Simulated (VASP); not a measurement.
MoN2, 6 atoms in the cell. The structure is tetragonal, space group P4/mbm (No. 127). Conventional cell: a = 4.348 Å, b = 4.348 Å, c = 2.767 Å, α = 90.00°, β = 90.00°, γ = 90.00°. Within 3.1 Å of Mo (site symmetry 4/m) lie 16 N at 2.24 to 3.04 Å and 6 Mo at 2.77 to 3.07 Å. Within 1.8 Å of N (site symmetry m2m) lie 1 N at 1.37 Å. 

* Program: VASP 6.6.1
* Task: single point
* Functional: PBEsol
* Potentials or basis: VASP PAW PBE potentials, release 64 (Mo_sv, N)
* Cutoff: 520 eV
* k mesh: 6 × 6 × 8
* Occupations: fermi-dirac, width 0.05 eV
* Spin: no spin polarisation
* Dipole correction: no
* Further INCAR settings: ALGO = Normal; EDIFF = 1e-06; NBANDS = 33

Potentials or basis: VASP PAW PBE potentials, release 64 (Mo_sv, N).

The run is started by

```sh
$ cat potpaw_PBE.64/Mo_sv/POTCAR potpaw_PBE.64/N/POTCAR > POTCAR
$ mpirun -np 1 vasp_std > vasp.out
```

Hardware: 1 thread of Intel(R) Xeon(R) 6975P-C (Granite Rapids), with other jobs on the host.

Task: How long does it take, and how much memory?

Result: Wall time 23 s on 1 thread of Intel(R) Xeon(R) 6975P-C (Granite Rapids), on a shared host, peak memory 0.2 GiB. Counts: scf iterations 13, k points 50.
